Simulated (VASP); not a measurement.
The system is LiCl.

```
Li Cl
1.0
     3.89418    0.00000    0.00000
    -1.94709    3.37246    0.00000
     0.00000    0.00000    6.22446
Li Cl
2 2
Direct
  0.33333 0.66667 0.99687
  0.66667 0.33333 0.49687
  0.33333 0.66667 0.37813
  0.66667 0.33333 0.87813
```

Base run:

```yaml
Program: VASP 6.6.1
Functional: PBE
Potentials_or_basis: VASP PAW PBE potentials, release 64 (Li_sv, Cl)
Cutoff: 520 eV
k_mesh: 6 × 6 × 4
Occupations: gaussian, width 0.01 eV
Spin: no spin polarisation
```

Its results: band gap on the k mesh 6.03 eV, direct.

Question: The run is repeated on the same cell with these changes: functional from PBE to r2SCAN; k mesh from 6 × 6 × 4 to 6 × 6 × 2. What comes out?

Answer: Band gap on the k mesh 6.74 eV, direct.

Several settings changed at once, so the effect can't be laid on one alone.

Caveats: some runs use coarse meshes.

A k mesh can miss the band edges.
